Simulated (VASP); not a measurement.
Set up this calculation in VASP 6.6.1, as the native input.

```yaml
Task: single point
Functional: PBEsol
Potentials_or_basis: VASP PAW PBE potentials, release 64 (Ge_d)
Cutoff: 520 eV
k_mesh: 11 × 11 × 6
Occupations: fermi-dirac, width 0.05 eV
Spin: no spin polarisation
Dipole_correction: no
Further_INCAR_settings: ALGO = Normal; EDIFF = 1e-06; NBANDS = 36
```

The structure of Ge lies in POSCAR:

```
Ge
1.0
    4.1175134184      0.0000000000      0.0000000000
   -2.0587567092      3.5658712208      0.0000000000
    0.0000000000      0.0000000000      6.5993779500
Ge
4
Direct
    0.6666666667      0.3333333333      0.0629012500
    0.3333333333      0.6666666667      0.5629012500
    0.6666666667      0.3333333333      0.4370987500
    0.3333333333      0.6666666667      0.9370987500
```

This isn't the form of Ge at room conditions, which is diamond.

This cell differs from its parent crystal: equal xx and yy strain of +3 %.

These files were run (other wordings do the same):

INCAR

```
  ALGO = Normal
  EDIFF = 1E-6
  ENCUT = 520
  GGA = PS
  ISIF = 2
  ISMEAR = -1
  LASPH = True
  LCHARG = False
  LREAL = False
  LWAVE = False
  NBANDS = 36
  NELM = 60
  PREC = Accurate
  SIGMA = 0.05
```

KPOINTS

```
k-points
0
Gamma
  11 11 6
```

Potentials or basis: VASP PAW PBE potentials, release 64 (Ge_d).

Run with:

```sh
$ cat potpaw_PBE.64/Ge_d/POTCAR > POTCAR
$ mpirun -np 1 vasp_std > vasp.out
```

Results of the run:

```json
{
  "Pressure": "-3.5 GPa",
  "Largest force": "0.255 eV/Å",
  "Band gap on the k mesh": "zero (bands 28 and 29 overlap by 0.10 eV)"
}
```

Caveat: the cell differs from its parent crystal (equal xx and yy strain of +3 %); the cell stands under tension; semilocal functionals underestimate gaps, so a narrow gap can read as zero; the PAW data sets were made with another functional, which shifts forces and pressure a little.

Run time: 89 s on 1 thread of Intel(R) Xeon(R) Platinum 8488C (Sapphire Rapids) (shared host), peak memory 0.3 GiB.
